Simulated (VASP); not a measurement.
## Ti: single point with PBEsol

The system is Ti.

```
Ti
1.0
    -1.60454    1.60454    1.60454
     1.60454   -1.60454    1.60454
     1.60454    1.60454   -1.60454
Ti
1
Cartesian
  0.0000 0.0000 0.0000
```

| Property | Result |
| --- | --- |
| Program | VASP 6.6.1 |
| Task | single point |
| Functional | PBEsol |
| Potentials or basis | VASP PAW PBE potentials, release 64 (Ti_sv) |
| Cutoff | 520 eV |
| k mesh | 11 × 11 × 11 |
| Occupations | fermi-dirac, width 0.05 eV |
| Spin | no spin polarisation |
| Dipole correction | no |
| Further INCAR settings | ALGO = Normal; EDIFF = 1e-07; NBANDS = 12 |

```
Pressure               : -0.3 GPa
Band gap on the k mesh : zero (band 6 reaches 9.53 eV, above the bottom of band 7 at 7.84 eV)
```

Levels at points of the mesh, in eV from the Fermi level:
```csv
k point,band 4,band 5,band 6,band 7,band 8,band 9
"(0.00, 0.00, 0.00)",-32.07,-6.05,1.04,1.04,1.04,2.93
```

It took 5.1 s on 1 thread of Intel(R) Xeon(R) 6975P-C (Granite Rapids) (shared host), peak memory 0.13 GiB.

Caveat: the PAW data sets were made with another functional, which shifts forces and pressure a little.
